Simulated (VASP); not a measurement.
**TiC: single point with PBE**

Crystal: TiC.

```
CELL_PARAMETERS angstrom
0.00000 -2.16646 -2.16646
0.00000 2.16646 -2.16646
4.33292 0.00000 0.00000
ATOMIC_POSITIONS crystal
Ti 0.50434 0.49566 0.50000
Ti 0.00434 0.99566 0.00000
C 0.48269 0.51731 0.00000
C 0.98269 0.01731 0.50000
```

This cell differs from its parent crystal: atoms displaced along a vibrational mode.

```yaml
Program: VASP 6.6.1
Task: single point
Functional: PBE
Potentials_or_basis: VASP PAW PBE potentials, release 64 (Ti_sv, C)
Cutoff: 520 eV
k_mesh: 20 × 20 × 14
Occupations: gaussian, width 0.15 eV
Spin: no spin polarisation
Dipole_correction: no
Further_INCAR_settings: ALGO = Normal; EDIFF = 1e-07; NBANDS = 24
```

| Item | Value |
| --- | --- |
| Pressure | 1.3 GPa |
| Largest force | 0.851 eV/Å |
| Band gap on the k mesh | zero (bands 16 and 17 overlap by 0.87 eV) |

Forces in eV/Å, atoms in the order of the input:
```
Ti   0.000  0.851  0.000
Ti   0.000  0.851  0.000
C    0.000 -0.851  0.000
C    0.000 -0.851  0.000
```

Stress tensor (GPa, compression positive):
```
0.47 0.00 0.00
0.00 2.87 0.00
0.00 0.00 0.44
```

Levels at points of the mesh, in eV from the Fermi level:
```tsv
k point	band 12	band 13	band 14	band 15	band 16	band 17	band 18	band 19	band 20	band 21
(0.00, 0.00, 0.00)	-1.87	-0.13	0.18	0.40	0.40	0.66	0.87	1.68	1.93	1.93
(0.50, 0.00, 0.00)	-4.41	-2.76	-2.76	-2.59	-2.59	2.10	2.10	3.10	3.10	3.97
(0.50, 0.50, 0.00)	-3.43	-1.87	-1.65	-0.13	-0.07	-0.07	0.18	2.67	2.77	3.47
(0.00, 0.00, 0.50)	-3.45	-1.02	-1.02	-0.47	-0.47	-0.06	-0.06	2.11	2.11	3.77
(0.50, 0.00, 0.50)	-5.86	-2.92	-2.92	-2.91	-2.91	2.86	2.86	2.88	2.88	4.06
(0.50, 0.50, 0.50)	-3.23	-3.17	-3.17	-2.63	-2.63	2.66	2.66	2.74	2.74	3.48
```

Run time: 5.5 min on 1 thread of Intel(R) Xeon(R) 6975P-C (Granite Rapids) (shared host), peak memory 0.76 GiB.

Caveat: the cell differs from its parent crystal (atoms displaced along a vibrational mode).
